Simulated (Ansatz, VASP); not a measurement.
**One calculation of Pb, two programs**

INCAR

```
SYSTEM = Pb
PREC = Accurate
ENCUT = 520
EDIFF = 1E-8
ISMEAR = -1
SIGMA = 0.05
LREAL = .FALSE.
LASPH = .TRUE.
NELM = 60
ALGO = Normal
ISIF = 2
LWAVE = .FALSE.
LCHARG = .FALSE.
GGA = CA
LEFG = .TRUE.
NBANDS = 21
```

File KPOINTS:

```
Automatic mesh
0
G
  8 8 8
  0 0 0
```

File POSCAR:

```
Pb
1.0
    0.0687800011      3.4733900561      3.4733900561
    3.4733900561      0.0687800011      3.4733900561
    3.4733900561      3.4733900561      0.0687800011
Pb
2
Direct
    0.0000000000      0.0000000000      0.0000000000
    0.2500000000      0.2500000000      0.2500000000
```

Input for Ansatz:

```yaml
crystal:
  lattice:
    - [0.0687800011, 3.4733900561, 3.4733900561]
    - [3.4733900561, 0.0687800011, 3.4733900561]
    - [3.4733900561, 3.4733900561, 0.0687800011]
  atoms:
    - { symbol: Pb, position: [0.0, 0.0, 0.0] }
    - { symbol: Pb, position: [0.25, 0.25, 0.25] }
kpoints:
  mp_grid: { grid: [8, 8, 8] }
scf:
  occupations: { method: fermi_dirac, width: 0.05 }
hamiltonian:
  xc: lda
  pseudopotentials: { kind: paw }
output:
  forces: true
  stress: true
  eigenvalues: true
  efg: { contact_densities: true }
```

Change from the starting cell: equal xy, yz and zx shear strains of +2 %, PAW files.

Alike in both runs: task electric field gradients; functional LDA; k mesh 8 × 8 × 8; occupations fermi-dirac, width 0.05 eV; no spin polarisation.

```csv
,VASP,Ansatz
version,VASP 6.6.1,Ansatz 0.2.0
potentials or method,"VASP PAW LDA potentials, release 64 (Pb_d)","PAW with Ansatz's default frozen-core files, scalar-relativistic"
plane-wave cutoff (eV),520,420
valence electrons in the cell,28,28
```

```csv
,VASP,Ansatz,Ansatz less VASP
pressure (GPa),-0.7,-0.7,-0.03
"traceless stress, the component that is largest in VASP (GPa)",-0.65,-0.64,+0.006
rms of the force components (eV/Å),0.116,0.114,-0.0020
size of Vzz on the site where it differs most (V/Å²),52.3,51.5,-0.80
```

LDA's correlation is that of Perdew and Zunger in VASP and of Perdew and Wang (1992) in Ansatz. Atom by atom the forces differ by 0.002 eV/Å (rms over components).

Spin-orbit coupling is off throughout.
